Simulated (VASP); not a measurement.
Runs of VASP 6.6.1 on GaSb. The structure is that of space group F-43m (No. 216), or close to it. The cells are those of the table. 

```tsv
task	level	cell	cutoff (eV)	gap on the mesh (eV)	pressure (GPa)	relaxed volume (Å³/atom)
relaxation of cell and atoms	PBEsol+D3(BJ)	relaxed from a = 4.326 Å, angles 60.0°, 2 atoms	600	0.25	0.0	27.63
single point	PBEsol+D3(BJ)	a = 4.272 Å, angles 60.0°, 2 atoms	520	(a)	0.1	-
single point	PBEsol	a = 4.320 Å, angles 60.0°, 2 atoms	520	-	0.1	-
relaxation of cell and atoms	PBEsol	relaxed from a = 4.326 Å, angles 60.0°, 2 atoms	600	-	0.0	28.58
```

Alike in all rows: potentials or basis VASP PAW PBE potentials, release 64 (Ga_d, Sb); no spin polarisation; k mesh 10 × 10 × 10; smearing fermi-dirac 0.1 eV.

Estimate the missing entries.

(a) 0.26.

Caveats: the PAW data sets were made with another functional, which shifts forces and pressure a little; spin-orbit coupling is left out, which moves the levels of the heavy elements.

A k mesh can miss the band edges, and the runs leave out spin-orbit coupling on Ga, Sb.
